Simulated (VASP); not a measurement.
A run of VASP 6.6.1:

The input POSCAR:

```
PbSe
1.0
    0.0000000000      2.9651541308      2.9651541308
    2.9651541308      0.0000000000      2.9651541308
    2.9651541308      2.9651541308      0.0000000000
Pb Se
1 1
Direct
    0.0000000000      0.0000000000      0.0000000000
    0.5000000000      0.5000000000      0.5000000000
```

Contents of INCAR.step1:

```
SYSTEM = PbSe
PREC = Accurate ; ENCUT = 520
ISMEAR = -1 ; SIGMA = 0.02
LREAL = .FALSE. ; LASPH = .TRUE.
NELM = 100 ; NBANDS = 17
GGA = PE ; ALGO = Normal
EDIFF = 1E-4 ; LWAVE = .TRUE.
LCHARG = .FALSE.
```

File INCAR.step2:

```
SYSTEM = PbSe
PREC = Accurate ; ENCUT = 520
EDIFF = 1E-6 ; ISMEAR = -1
SIGMA = 0.02 ; LREAL = .FALSE.
LASPH = .TRUE. ; NELM = 100
ALGO = Normal ; ISIF = 2
LWAVE = .FALSE. ; LCHARG = .TRUE.
METAGGA = R2SCAN ; LMIXTAU = .TRUE.
LELF = .TRUE. ; LVHAR = .TRUE.
NBANDS = 17 ; ISTART = 1
```

Contents of KPOINTS:

```
Automatic mesh
0
G
  8 8 8
  0 0 0
```

Potentials or basis: VASP PAW PBE potentials, release 64 (Pb_d, Se).

Command:

```bash
$ cat potpaw_PBE.64/Pb_d/POTCAR potpaw_PBE.64/Se/POTCAR > POTCAR
$ cp INCAR.step1 INCAR
$ mpirun -np 1 vasp_std > vasp.out
$ cp INCAR.step2 INCAR
$ mpirun -np 1 vasp_std > vasp.out
```

Hardware: 1 thread of AMD EPYC 9R45 96-Core Processor (Zen 5), with other jobs on the host.

Problem. Estimate the wall time of this run.

Solution. Wall time 60 s on 1 thread of AMD EPYC 9R45 96-Core Processor (Zen 5), with other jobs on the host, peak memory 0.16 GiB. Counts: k points 29.
